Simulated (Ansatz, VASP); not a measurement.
One calculation of C, two programs

POSCAR

```
C
1.0
    2.6102332762      0.0000000000      0.0000000000
   -1.3051166381      2.2605283270      0.0000000000
    0.0000000000      0.0000000000      8.2803246060
C
8
Direct
    0.0000000000      0.0000000000      0.0929334766
    0.0000000000      0.0000000000      0.5929334766
    0.0000000000      0.0000000000      0.4070665234
    0.0000000000      0.0000000000      0.9070665234
    0.3333333333      0.6666666667      0.1554962099
    0.6666666667      0.3333333333      0.6554962099
    0.3333333333      0.6666666667      0.3445037901
    0.6666666667      0.3333333333      0.8445037901
```

The input INCAR.step1:

```
SYSTEM = C
ALGO = Normal
EDIFF = 1E-4
ENCUT = 520
GGA = PE
ISMEAR = 0
LASPH = .True.
LCHARG = .False.
LREAL = .False.
LWAVE = .True.
NBANDS = 26
NELM = 100
PREC = Accurate
SIGMA = 0.05
```

INCAR.step2

```
SYSTEM = C
ALGO = Normal
EDIFF = 1E-6
ENCUT = 520
ISIF = 2
ISMEAR = 0
ISTART = 1
LASPH = .True.
LCHARG = .True.
LELF = .True.
LMIXTAU = .True.
LREAL = .False.
LVHAR = .True.
LWAVE = .False.
METAGGA = R2SCAN
NBANDS = 26
NELM = 100
PREC = Accurate
SIGMA = 0.05
```

File KPOINTS:

```
k-points
0
Gamma
  12 12 4
  0 0 0
```

Input for Ansatz:

```yaml
crystal:
  lattice:
    - [2.6102332762, 0.0, 0.0]
    - [-1.3051166381, 2.260528327, 0.0]
    - [0.0, 0.0, 8.280324606]
  atoms:
    - { symbol: C, position: [0.0, 0.0, 0.0929334766] }
    - { symbol: C, position: [0.0, 0.0, 0.5929334766] }
    - { symbol: C, position: [0.0, 0.0, 0.4070665234] }
    - { symbol: C, position: [0.0, 0.0, 0.9070665234] }
    - { symbol: C, position: [0.3333333333, 0.6666666667, 0.1554962099] }
    - { symbol: C, position: [0.6666666667, 0.3333333333, 0.6554962099] }
    - { symbol: C, position: [0.3333333333, 0.6666666667, 0.3445037901] }
    - { symbol: C, position: [0.6666666667, 0.3333333333, 0.8445037901] }
basis:
  ecutwfc: 500
kpoints:
  mp_grid: { grid: [12, 12, 4] }
hamiltonian:
  xc: r2scan
scf:
  occupations: { method: gaussian, width: 0.05 }
output:
  forces: true
  stress: true
  eigenvalues: true
```

Change from the starting cell: strain +0.0400 x Voigt [1, 1, 0, 0, 0, 0], atoms carried along.

Alike in both runs: task single point; functional r2SCAN; k mesh 12 × 12 × 4; occupations gaussian, width 0.05 eV; no spin polarisation.

|  | VASP | Ansatz |
| --- | --- | --- |
| version | VASP 6.6.1 | Ansatz 0.2.0 |
| potentials or method | VASP PAW PBE potentials, release 64 (C), cutoff 520 eV | scalar-relativistic, plane waves, PAW |
| valence electrons in the cell | 32 | 32 |

```csv
,VASP,Ansatz,Ansatz less VASP
gap on the k mesh at the Fermi level (eV),4.10,4.12,+0.021
least direct gap on the mesh (eV),4.92,4.96,+0.039
pressure (GPa),-28.9,-29.7,-0.82
"traceless stress, the component that is largest in VASP (GPa)",27.94,27.79,-0.152
rms of the force components (eV/Å),0.031,0.032,+0.0008
```

VASP's potentials were made for PBE, not for r2SCAN. Atom by atom the forces differ by 0.007 eV/Å (rms over components). Both programs put the cell under strong tension, so it lies far from rest at this level.
